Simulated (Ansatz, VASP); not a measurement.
# Nb: VASP beside Ansatz

```
Nb
1.0
     4.88470    0.00000    0.00000
    -2.44235    4.23028    0.00000
     0.00000    0.00000    2.69179
Nb
3
Cartesian
  0.0000 0.0000 0.0000
  0.0000 2.8202 1.3459
  2.4424 1.4101 1.3459
```

Alike in both runs: functional PBE; k mesh 6 × 6 × 6; occupations gaussian, width 0.1 eV; no spin polarisation.

Ansatz relaxed the structure, and its values are those at the end. VASP's run is a single point on that final structure, the one shown.

```csv
,VASP,Ansatz
version,VASP 6.6.1,Ansatz 0.2.0
potentials or method,"VASP PAW PBE potentials, release 64 (Nb_sv), cutoff 520 eV","scalar-relativistic, plane waves, PAW"
valence electrons in the cell,39,39
```

VASP gave:

| Property | Result |
| --- | --- |
| gap on the k mesh at the Fermi level (eV) | none |
| pressure (GPa) | -0.3 |

Q: Estimate Ansatz's values.

A: gap on the k mesh at the Fermi level (eV): none; pressure (GPa): 0.0.

A gap of «none» marks a metal or a gap that the smearing closes.

The k mesh is coarse, so the values compare programs but aren't converged.
